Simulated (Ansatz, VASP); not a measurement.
# RbBr: VASP beside Ansatz

```
CELL_PARAMETERS angstrom
0.00000 3.41604 3.41604
3.41604 0.00000 3.41604
3.41604 3.41604 0.00000
ATOMIC_POSITIONS crystal
Rb 0.00000 0.00000 0.00000
Br 0.50000 0.50000 0.50000
```

Change from the starting cell: volume scaled by 0.99.

Alike in both runs: task single point; functional PBEsol; k mesh 7 × 7 × 7; occupations fermi-dirac, width 0.03 eV; no spin polarisation.

|  | VASP | Ansatz |
| --- | --- | --- |
| version | VASP 6.6.1 | Ansatz 0.2.0 |
| potentials or method | VASP PAW PBE potentials, release 64 (Rb_sv, Br), cutoff 520 eV | all-electron LAPW, scalar-relativistic |

Ansatz gave:

| Property | Result |
| --- | --- |
| gap on the k mesh at the Fermi level (eV) | 4.24 |
| pressure (GPa) | 0.1 |

Problem. Estimate VASP's values.

Solution. gap on the k mesh at the Fermi level (eV): 4.23; pressure (GPa): 0.1.

VASP's potentials were made for PBE, not for PBEsol. Ansatz ran all-electron here, and VASP with PAW potentials.
